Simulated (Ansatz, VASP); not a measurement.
Two plane-wave programs on GaSb

Contents of INCAR:

```
ALGO = Normal ; EDIFF = 1E-6
ENCUT = 520 ; GGA = PS
ISIF = 2 ; ISMEAR = 0
LASPH = True ; LCHARG = False
LREAL = False ; LWAVE = False
NBANDS = 16 ; NELM = 60
PREC = Accurate ; SIGMA = 0.15
```

File KPOINTS:

```
k-points
0
Gamma
  16 16 16
```

POSCAR

```
GaSb
1.0
    0.0000000000      3.1452140077      2.8935968871
    3.1452140077      0.0000000000      2.8935968871
    3.1452140077      3.1452140077      0.0000000000
Ga Sb
1 1
Direct
    0.0000000000      0.0000000000      0.0000000000
    0.7500000000      0.7500000000      0.7500000000
```

Input for Ansatz:

```yaml
crystal:
  lattice:
    - [0.0, 3.1452140077, 2.8935968871]
    - [3.1452140077, 0.0, 2.8935968871]
    - [3.1452140077, 3.1452140077, 0.0]
  atoms:
    - { symbol: Ga, position: [0.0, 0.0, 0.0] }
    - { symbol: Sb, position: [0.75, 0.75, 0.75] }
basis:
  ecutwfc: 420
kpoints:
  mp_grid: { grid: [16, 16, 16] }
hamiltonian:
  xc: pbesol
scf:
  occupations: { method: gaussian, width: 0.15 }
output:
  forces: true
  stress: true
  eigenvalues: true
```

Alike in both runs: task single point; functional PBEsol; k mesh 16 × 16 × 16; occupations gaussian, width 0.15 eV; no spin polarisation.

```csv
,VASP,Ansatz
version,VASP 6.6.1,Ansatz 0.2.0
potentials or method,"VASP PAW PBE potentials, release 64 (Ga_d, Sb), cutoff 520 eV","scalar-relativistic, plane waves, PAW"
valence electrons in the cell,18,28
```

Ansatz gave:

```
gap on the k mesh at the Fermi level (eV)                     : 0.19
least direct gap on the mesh (eV)                             : 0.35
pressure (GPa)                                                : -0.2
traceless stress, the component that is largest in VASP (GPa) : 2.05
```

Which values does VASP return?

gap on the k mesh at the Fermi level (eV): 0.19; least direct gap on the mesh (eV): 0.33; pressure (GPa): -0.1; traceless stress, the component that is largest in VASP (GPa): 2.04.

VASP's potentials were made for PBE, not for PBEsol. The functional is the same, so the differences come from potentials, cutoffs and numerics. VASP's potentials hold 18 valence electrons a cell and Ansatz's 28, so a difference there can come from the potentials and not from the codes.

Spin-orbit coupling is off throughout.
